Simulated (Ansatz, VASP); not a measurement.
## NaCl in VASP and in Ansatz

```
Cl Na
1.0
     0.00000    2.79406    2.79406
     2.79406    0.00000    2.79406
     2.79406    2.79406    0.00000
Cl Na
1 1
Cartesian
  2.7941 2.7941 2.7941
  0.0000 0.0000 0.0000
```

Change from the starting cell: strain = 0.0.

Alike in both runs: task single point; functional PBE; k mesh 8 × 8 × 8; occupations fermi-dirac, width 0.05 eV; no spin polarisation.

|  | VASP | Ansatz |
| --- | --- | --- |
| version | VASP 6.6.1 | Ansatz 0.2.0 |
| potentials or method | VASP PAW PBE potentials, release 64 (Cl, Na_pv), cutoff 520 eV | all-electron LAPW, scalar-relativistic |

Ansatz gave:

```
gap on the k mesh at the Fermi level (eV) : 5.22
least direct gap on the mesh (eV)         : 5.22
pressure (GPa)                            : 1.6
```

Which values does VASP return?

gap on the k mesh at the Fermi level (eV): 5.22; least direct gap on the mesh (eV): 5.22; pressure (GPa): 1.5.

Ansatz ran all-electron here, and VASP with PAW potentials.
